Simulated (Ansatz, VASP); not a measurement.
# Al2Cu in VASP and in Ansatz

The input POSCAR:

```
Al2Cu
1.0
    4.0267078573      0.0000000000      0.0000000000
    0.0000000000      4.0267078573      0.0000000000
    0.0000000000      0.0000000000      2.8513253939
Al Cu
2 1
Direct
    0.5000000000      0.0000000000      0.5000000000
    0.0000000000      0.5000000000      0.5000000000
    0.0000000000      0.0000000000      0.0000000000
```

Contents of INCAR.step1:

```
PREC = Accurate
ENCUT = 520
ISMEAR = 0
SIGMA = 0.15
LREAL = False
LASPH = True
NELM = 80
NBANDS = 16
GGA = PE
ALGO = Normal
EDIFF = 1E-4
LWAVE = True
LCHARG = False
```

The input INCAR.step2:

```
PREC = Accurate
ENCUT = 520
EDIFF = 1E-6
ISMEAR = 0
SIGMA = 0.15
LREAL = False
LASPH = True
NELM = 80
ALGO = Normal
ISIF = 2
LWAVE = False
LCHARG = False
METAGGA = R2SCAN
LMIXTAU = True
NBANDS = 16
ISTART = 1
```

The input KPOINTS:

```
regular mesh
0
Gamma
  12 12 16
```

Input for Ansatz:

```yaml
crystal:
  lattice:
    - [4.0267078573, 0.0, 0.0]
    - [0.0, 4.0267078573, 0.0]
    - [0.0, 0.0, 2.8513253939]
  atoms:
    - { symbol: Al, position: [0.5, 0.0, 0.5] }
    - { symbol: Al, position: [0.0, 0.5, 0.5] }
    - { symbol: Cu, position: [0.0, 0.0, 0.0] }
basis:
  ecutwfc: 500
kpoints:
  mp_grid: { grid: [12, 12, 16] }
hamiltonian:
  xc: r2scan
scf:
  occupations: { method: gaussian, width: 0.15 }
output:
  forces: true
  stress: true
  eigenvalues: true
```

Change from the starting cell: strain -0.015 along x and y, +0.000 along z, atoms carried along.

Alike in both runs: task single point; functional r2SCAN; k mesh 12 × 12 × 16; occupations gaussian, width 0.15 eV; no spin polarisation.

```csv
,VASP,Ansatz
version,VASP 6.6.1,Ansatz 0.2.0
potentials or method,"VASP PAW PBE potentials, release 64 (Al, Cu), cutoff 520 eV","scalar-relativistic, plane waves, PAW"
valence electrons in the cell,17,25
```

|  | VASP | Ansatz | Ansatz less VASP |
| --- | --- | --- | --- |
| gap on the k mesh at the Fermi level (eV) | none | none | - |
| pressure (GPa) | 3.1 | 3.3 | +0.26 |
| traceless stress, the component that is largest in VASP (GPa) | -1.79 | -1.83 | -0.036 |

VASP's potentials were made for PBE, not for r2SCAN. A gap of «none» marks a metal or a gap that the smearing closes. VASP's potentials hold 17 valence electrons a cell and Ansatz's 25, so a difference there can come from the potentials and not from the codes.
